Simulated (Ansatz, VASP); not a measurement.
**WSe2: VASP beside Ansatz**

```
Se W
1.0
     3.27115    0.00000    0.00000
    -1.63558    2.83290    0.00000
     0.00000    0.00000   31.56851
Se W
6 3
Cartesian
  1.6356 0.9443 7.5039
  1.6356 0.9443 10.8505
  0.0000 1.8886 14.1100
  0.0000 1.8886 17.4585
  1.6356 0.9443 20.7180
  1.6356 0.9443 24.0646
  0.0000 1.8886 9.1760
  1.6356 0.9443 15.7843
  0.0000 1.8886 22.3925
```

Alike in both runs: functional PBEsol; k mesh 9 × 9 × 1; occupations gaussian, width 0.05 eV; no spin polarisation.

Ansatz relaxed the structure, and its values are those at the end. VASP's run is a single point on that final structure, the one shown.

|  | VASP | Ansatz |
| --- | --- | --- |
| version | VASP 6.6.1 | Ansatz 0.2.0 |
| potentials or method | VASP PAW PBE potentials, release 64 (Se, W_sv), cutoff 400 eV | scalar-relativistic, plane waves, PAW |
| valence electrons in the cell | 78 | 138 |

```csv
,VASP,Ansatz,Ansatz less VASP
gap on the k mesh at the Fermi level (eV),1.33,1.34,+0.004
least direct gap on the mesh (eV),1.62,1.63,+0.004
rms of the force components (eV/Å),0.029,0.000,-0.0287
```

VASP's potentials were made for PBE, not for PBEsol. With one functional, cell and mesh, what is left measures potentials, basis and numerics. VASP's potentials hold 78 valence electrons a cell and Ansatz's 138, so a difference there can come from the potentials and not from the codes. Ansatz's warnings: xc potential rough in thin density.

Spin-orbit coupling is off throughout.
